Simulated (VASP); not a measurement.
Crystal: Si3N4.

```
CELL_PARAMETERS angstrom
0.00000 3.89372 3.89372
3.89372 0.00000 3.89372
3.89372 3.89372 0.00000
ATOMIC_POSITIONS crystal
Si 0.62500 0.62500 0.12500
Si 0.62500 0.12500 0.62500
Si 0.12500 0.62500 0.62500
Si 0.62500 0.62500 0.62500
Si 0.25000 0.25000 0.25000
Si 0.00000 0.00000 0.00000
N 0.86756 0.86756 0.86756
N 0.85269 0.38244 0.38244
N 0.38244 0.38244 0.85269
N 0.38244 0.85269 0.38244
N 0.86756 0.86756 0.39731
N 0.86756 0.39731 0.86756
N 0.38244 0.38244 0.38244
N 0.39731 0.86756 0.86756
```

| Property | Result |
| --- | --- |
| Program | VASP 6.6.1 |
| Task | relaxation of cell and atoms |
| Functional | LDA |
| Potentials or basis | VASP PAW LDA potentials, release 64 (Si, N) |
| Cutoff | 600 eV |
| k mesh | 4 × 4 × 4 |
| Occupations | gaussian, width 0.1 eV |
| Spin | no spin polarisation |

At the start: pressure -10.7 GPa; volume 8.43 Å³/atom.

Problem. How do energy, volume and symmetry change on relaxing?

Solution. Over 6 steps the energy falls by 10.2 meV/atom and the volume is 8.14 Å³/atom (-3.5 %); space group Fd-3m (No. 227, to 0.1 Å) before and after.

The path:
```
step  energy change (eV)  largest force (eV/Å)  pressure (GPa)  volume (Å³)
   1              0.0000                0.1131          -10.70       118.07
   2              0.1349                0.4798           16.99       108.70
   3             -0.1409                0.1146           -0.23       114.05
   4             -0.1409                0.1195            0.00       113.97
   5             -0.1408                0.1207            0.19       113.83
   6             -0.1421                0.0048            0.08       113.90
```

Final structure:
```yaml
crystal:
  lattice:
    - [0.00000, 3.84739, 3.84739]
    - [3.84739, 0.00000, 3.84739]
    - [3.84739, 3.84739, 0.00000]
  atoms:
    - { symbol: Si, position: [0.62500, 0.62500, 0.12500] }
    - { symbol: Si, position: [0.62500, 0.12500, 0.62500] }
    - { symbol: Si, position: [0.12500, 0.62500, 0.62500] }
    - { symbol: Si, position: [0.62500, 0.62500, 0.62500] }
    - { symbol: Si, position: [0.25000, 0.25000, 0.25000] }
    - { symbol: Si, position: [0.00000, 0.00000, 0.00000] }
    - { symbol: N, position: [0.86758, 0.86758, 0.86758] }
    - { symbol: N, position: [0.85274, 0.38242, 0.38242] }
    - { symbol: N, position: [0.38242, 0.38242, 0.85274] }
    - { symbol: N, position: [0.38242, 0.85274, 0.38242] }
    - { symbol: N, position: [0.86758, 0.86758, 0.39726] }
    - { symbol: N, position: [0.86758, 0.39726, 0.86758] }
    - { symbol: N, position: [0.38242, 0.38242, 0.38242] }
    - { symbol: N, position: [0.39726, 0.86758, 0.86758] }
```
